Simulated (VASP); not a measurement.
Write the native input for VASP 6.6.1 that does the following.

```yaml
Task: single point
Functional: PBE
Dispersion: D3(BJ)
Potentials_or_basis: VASP PAW PBE potentials, release 64 (Al)
Cutoff: 520 eV
k_mesh: 24 × 24 × 6
Occupations: gaussian, width 0.1 eV
Spin: no spin polarisation
Dipole_correction: no
Further_INCAR_settings: ALGO = Fast; EDIFF = 1e-07; NBANDS = 14
```

The structure of Al lies in POSCAR:

```
Al
1.0
    2.8710738016      0.0000000000      0.0000000000
   -1.4355369008      2.4864228483      0.0000000000
    0.0000000000      0.0000000000      9.1308946838
Al
4
Direct
    0.0000000000      0.0000000000      0.0000000000
    0.3333333333      0.6666666667      0.2500000000
    0.0000000000      0.0000000000      0.5000000000
    0.6666666667      0.3333333333      0.7500000000
```

This isn't the form of Al at room conditions, which is fcc.

This cell differs from its parent crystal: biaxial strain in the a-b plane: +2.0 %.

The input as run:

INCAR

```
SYSTEM = Al
ALGO     = Fast           ! electronic algorithm
EDIFF    = 1E-7           ! SCF threshold, eV
ENCUT    = 520            ! plane-wave cutoff, eV
GGA      = PE             ! functional
ISIF     = 2              ! what is computed and relaxed
ISMEAR   = 0              ! smearing method
IVDW     = 12             ! dispersion correction
LASPH    = .True.         ! aspherical terms in the spheres
LCHARG   = .False.        ! write CHGCAR
LREAL    = .False.        ! projectors in reciprocal space
LWAVE    = .False.        ! write WAVECAR
NBANDS   = 14             ! bands
NELM     = 60             ! most SCF steps
PREC     = Accurate       ! precision mode
SIGMA    = 0.1            ! smearing width, eV
```

KPOINTS

```
k-points
0
Gamma
  24 24 6
  0 0 0
```

Potentials or basis: VASP PAW PBE potentials, release 64 (Al).

Command:

```bash
$ cat potpaw_PBE.64/Al/POTCAR > POTCAR
$ mpirun -np 1 vasp_std > vasp.out
```

It gave:

| Property | Result |
| --- | --- |
| Pressure | -2.2 GPa |
| Band gap on the k mesh | zero (bands 6 and 7 overlap by 5.92 eV) |
| Dispersion energy per atom | -0.341 eV |

Caveat: the cell differs from its parent crystal (biaxial strain in the a-b plane: +2.0 %).

Run time: 4.4 min on 1 thread of Intel(R) Xeon(R) Platinum 8375C CPU @ 2.90GHz (Ice Lake), with other jobs on the host, peak memory 0.31 GiB.
